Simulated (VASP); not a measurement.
Runs of VASP 6.6.1 on Se. The structure is that of space group R-3m (No. 166), or close to it. The cells are those of the table. 

```csv
cell,gap on the mesh (eV),pressure (GPa)
"a = 2.430 Å, angles 107.2°, 1 atom",none,129.5
"a = 2.450 Å, angles 107.2°, 1 atom",none,117.5
"a = 2.371 Å, angles 107.2°, 1 atom",none,172.9
"a = 2.411 Å, angles 107.2°, 1 atom",none,(a)
"a = 2.468 Å, angles 107.2°, 1 atom",none,(b)
"a = 2.391 Å, angles 107.2°, 1 atom",none,156.9
```

Alike in all rows: task single point; level r2SCAN+D3(BJ); potentials or basis VASP PAW PBE potentials, release 64 (Se); no spin polarisation; k mesh 13 × 13 × 13; cutoff (eV) 520; smearing methfessel-paxton 0.1 eV.

**Question.** Estimate the missing entries.

**Answer.** (a) 142.7; (b) 106.6.

Caveats: the PAW data sets were made with another functional, which shifts forces and pressure a little; pairwise dispersion overbinds metals, which lowers pressure and volume.

A k mesh can miss the band edges, and the runs leave out spin-orbit coupling on Se.

A gap of «none» marks levels without a gap at the run's occupations.
